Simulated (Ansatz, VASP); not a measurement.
## Two plane-wave programs on PtS2

Contents of INCAR:

```
PREC = Accurate ; ENCUT = 520
EDIFF = 1E-7 ; ISMEAR = 0
SIGMA = 0.05 ; LREAL = False
LASPH = True ; NELM = 150
ALGO = Normal ; ISIF = 2
LWAVE = False ; LCHARG = False
ISPIN = 2 ; MAGMOM = 0 0 0 0 0 0
LORBIT = 11 ; LMAXMIX = 4
LDAU = True ; LDAUTYPE = 1
LDAUL = 2 -1 ; LDAUU = 5 0
LDAUJ = 0.9 0 ; LDAUPRINT = 1
GGA = CA ; NBANDS = 35
```

Contents of KPOINTS:

```
Automatic mesh
0
Gamma
  6 6 2
```

File POSCAR:

```
PtS2
1.0
    3.5431995400      0.0000000000      0.0000000000
   -1.7715997700      3.0685008100      0.0000000000
    0.0000000000      0.0000000000     10.0776001800
Pt S
2 4
Direct
    0.0000000000      0.0000000000      0.0000000000
    0.0000000000      0.0000000000      0.5000000000
    0.3333333333      0.6666666667      0.1250000000
    0.6666666667      0.3333333333      0.3750000000
    0.3333333333      0.6666666667      0.6250000000
    0.6666666667      0.3333333333      0.8750000000
```

Input for Ansatz:

```yaml
crystal:
  lattice:
    - [3.54319954, 0.0, 0.0]
    - [-1.77159977, 3.06850081, 0.0]
    - [0.0, 0.0, 10.07760018]
  atoms:
    - { symbol: Pt, position: [0.0, 0.0, 0.0], spin: 4.0 }
    - { symbol: S, position: [0.3333333333, 0.6666666667, 0.125] }
    - { symbol: S, position: [0.6666666667, 0.3333333333, 0.375] }
    - { symbol: Pt, position: [0.0, 0.0, 0.5], spin: 4.0 }
    - { symbol: S, position: [0.3333333333, 0.6666666667, 0.625] }
    - { symbol: S, position: [0.6666666667, 0.3333333333, 0.875] }
basis:
  ecutwfc: 420
  ecutrho_ratio: 4
kpoints:
  mp_grid: { grid: [6, 6, 2] }
hamiltonian:
  xc: lda
  hubbard:
    sites:
      - { site: 0, l: d, u: 5.0, j: 0.9, starting_ns: [{ spin: up, occupation_matrix: s0up }, { spin: down, occupation_matrix: s0down }] }
      - { site: 3, l: d, u: 5.0, j: 0.9, starting_ns: [{ spin: up, occupation_matrix: s3up }, { spin: down, occupation_matrix: s3down }] }
    occupation_matrices:
      s0up:
        matrix:
          - [0.97, 0.0, 0.0, 0.0, 0.0]
          - [0.0, 0.97, 0.0, 0.0, 0.0]
          - [0.0, 0.0, 0.97, 0.0, 0.0]
          - [0.0, 0.0, 0.0, 0.97, 0.0]
          - [0.0, 0.0, 0.0, 0.0, 0.97]
      s0down:
        matrix:
          - [0.02, 0.0, 0.0, 0.0, 0.0]
          - [0.0, 0.35618, 0.0, 0.0, -0.45426]
          - [0.0, 0.0, 0.02, 0.0, 0.0]
          - [0.0, 0.0, 0.0, 0.02, 0.0]
          - [0.0, -0.45426, 0.0, 0.0, 0.63382]
      s3up:
        matrix:
          - [0.97, 0.0, 0.0, 0.0, 0.0]
          - [0.0, 0.97, 0.0, 0.0, 0.0]
          - [0.0, 0.0, 0.97, 0.0, 0.0]
          - [0.0, 0.0, 0.0, 0.97, 0.0]
          - [0.0, 0.0, 0.0, 0.0, 0.97]
      s3down:
        matrix:
          - [0.02, 0.0, 0.0, 0.0, 0.0]
          - [0.0, 0.35618, 0.0, 0.0, -0.45426]
          - [0.0, 0.0, 0.02, 0.0, 0.0]
          - [0.0, 0.0, 0.0, 0.02, 0.0]
          - [0.0, -0.45426, 0.0, 0.0, 0.63382]
    ns_hold: { iters: 10 }
scf:
  occupations: { method: gaussian, width: 0.05 }
  lower_state_search: "off"
  max_iter: 150
output:
  forces: true
  stress: true
  eigenvalues: true
  populations: true
  hubbard: { sites: [{ site: 0, l: d }, { site: 3, l: d }] }
  write_density: true
  write_potential: true
  elf: true
  volumetric_format: npy
magnetization:
  spin_polarized: true
```

Alike in both runs: task single point; functional LDA; k mesh 6 × 6 × 2; occupations gaussian, width 0.05 eV; collinear spin; Hubbard terms Pt d U = 5.0 eV, J = 0.9 eV.

```csv
,VASP,Ansatz
version,VASP 6.6.1,Ansatz 0.2.0
potentials or method,"VASP PAW LDA potentials, release 64 (Pt, S), cutoff 520 eV","scalar-relativistic, plane waves, PAW"
valence electrons in the cell,44,60
```

|  | VASP | Ansatz | Ansatz less VASP |
| --- | --- | --- | --- |
| gap on the k mesh at the Fermi level (eV) | 0.30 | 0.32 | +0.024 |
| least direct gap on the mesh (eV) | 1.09 | 1.08 | -0.008 |
| pressure (GPa) | -8.2 | -4.9 | +3.27 |
| rms of the force components (eV/Å) | 0.409 | 0.259 | -0.1503 |
| net moment per atom (μB) | 0.00 | 0.00 | 0.000 |

LDA's correlation is that of Perdew and Zunger in VASP and of Perdew and Wang (1992) in Ansatz. The programs project onto different local orbitals, so the same U acts differently, and such runs can settle in different states. VASP's potentials hold 44 valence electrons a cell and Ansatz's 60, so a difference there can come from the potentials and not from the codes. Ansatz's warnings: seeded moment not kept, specified occupation not kept, symmetry narrowed by occupation matrices.

Spin-orbit coupling is off throughout.
